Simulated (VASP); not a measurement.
Wanted: the native input for a VASP 6.6.1 run.

| Property | Result |
| --- | --- |
| Task | single point |
| Functional | PBE |
| Potentials or basis | VASP PAW PBE potentials, release 64 (Ag, Rh_pv) |
| Cutoff | 520 eV |
| k mesh | 14 × 14 × 7 |
| Occupations | fermi-dirac, width 0.05 eV |
| Spin | collinear spin, ferromagnetic start |
| Starting moments | [0.0, 0.51] μB |
| Fixed moment | 0.51 μB |
| Dipole correction | no |
| Further INCAR settings | ALGO = Normal; EDIFF = 1e-07; NBANDS = 24 |

The structure of AgRh lies in POSCAR:

```
AgRh
1.0
    2.7775881998      0.0000000000      0.0000000000
   -1.3887940999      2.4054619423      0.0000000000
    0.0000000000      0.0000000000      4.8086020000
Ag Rh
1 1
Direct
    0.0000000000      0.0000000000      0.5000000000
    0.6666666667      0.3333333333      0.0000000000
```

One way to write it, as run:

INCAR

```
SYSTEM = AgRh
PREC = Accurate
ENCUT = 520
EDIFF = 1E-7
ISMEAR = -1
SIGMA = 0.05
LREAL = .False.
LASPH = .True.
NELM = 150
ALGO = Normal
ISIF = 2
LWAVE = .False.
LCHARG = .True.
ISPIN = 2
MAGMOM = 0 0.51
LORBIT = 11
NUPDOWN = 0.51
LMAXMIX = 4
GGA = PE
LELF = .True.
LVHAR = .True.
NBANDS = 24
```

KPOINTS

```
Automatic mesh
0
Gamma
  14 14 7
  0 0 0
```

Potentials or basis: VASP PAW PBE potentials, release 64 (Ag, Rh_pv).

Launch:

```bash
$ cat potpaw_PBE.64/Ag/POTCAR potpaw_PBE.64/Rh_pv/POTCAR > POTCAR
$ mpirun -np 1 vasp_std > vasp.out
```

It gave:

| Property | Result |
| --- | --- |
| Pressure | -2.1 GPa |
| Net moment | 0.51 μB per cell |
| Site moments | Ag +0.02; Rh +0.49 μB |
| Valence electrons inside the program's atomic spheres | Ag 9.93; Rh 13.62 |

Caveat: the total moment is fixed, so each spin has its own Fermi level.

It took 7.1 min on 1 thread of AMD EPYC 7R13 (shared host), peak memory 0.22 GiB.
